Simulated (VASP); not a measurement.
Runs of VASP 6.6.1 on BaZrO3. The structure is that of space group Pm-3m (No. 221), or close to it. The cells are those of the table. 

| cell | gap on the mesh (eV) | pressure (GPa) |
| --- | --- | --- |
| a = 4.137, b = 4.137, c = 4.302 Å, 5 atoms | 3.24 | (b) |
| a = 4.220, b = 4.220, c = 4.135 Å, 5 atoms | 3.23 | (a) |
| a = 4.249, b = 4.249, c = 4.079 Å, 5 atoms | 3.17 | (c) |
| a = 4.111, b = 4.111, c = 4.357 Å, 5 atoms | 3.21 | 5.8 |
| a = 4.164, b = 4.164, c = 4.247 Å, 5 atoms | 3.26 | 5.0 |

Alike in all rows: task single point; level PBE; potentials or basis VASP PAW PBE potentials, release 64 (Ba_sv, Zr_sv, O); no spin polarisation; k mesh 5 × 5 × 5; cutoff (eV) 600; smearing fermi-dirac 0.02 eV.

Estimate the missing entries.

(a) 5.1; (b) 5.3; (c) 5.4.

Caveats: spin-orbit coupling is left out, which moves the levels of the heavy elements.

A k mesh can miss the band edges, and the runs leave out spin-orbit coupling on Ba, Zr.
